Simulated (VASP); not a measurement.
A run of VASP 6.6.1 is set up as follows.

Contents of INCAR:

```
ALGO = Normal ; DIPOL = 0.5 0.5 0.339
EDIFF = 1E-6 ; ENCUT = 520
GGA = CA ; IDIPOL = 3
ISIF = 2 ; ISMEAR = 0
LASPH = True ; LCHARG = True
LDIPOL = True ; LELF = True
LREAL = False ; LVACPOTAV = True
LVHAR = True ; LWAVE = False
NBANDS = 34 ; NELM = 60
PREC = Accurate ; SIGMA = 0.1
```

The input KPOINTS:

```
k-points
0
Gamma
  9 7 1
```

File POSCAR:

```
Nb4H
1.0
    2.9270177669      0.0000000000      0.0000000000
    0.0000000000      4.1394282232      0.0000000000
    0.0000000000      0.0000000000     21.2576690685
Nb H
4 1
Direct
    0.5000000000      0.5000000000      0.1881673850
    0.0000000000      0.0000000000      0.2570135449
    0.5000000000      0.5000000000      0.3306382692
    0.0000000000      0.0000000000      0.3884559987
    0.0000000000      0.5000000000      0.5300519559
```

Potentials or basis: VASP PAW LDA potentials, release 64 (Nb_sv, H).

Launch:

```console
$ cat potpaw_LDA.64/Nb_sv/POTCAR potpaw_LDA.64/H/POTCAR > POTCAR
$ mpirun -np 1 vasp_std > vasp.out
```

Task: Predict the largest force.

Result: 1.390 eV/Å.

Forces on the atoms (eV/Å):
```
Nb   0.000  0.000  1.381
Nb   0.000  0.000 -1.390
Nb   0.000  0.000 -0.112
Nb   0.000  0.000  0.767
H    0.000  0.000 -0.646
```
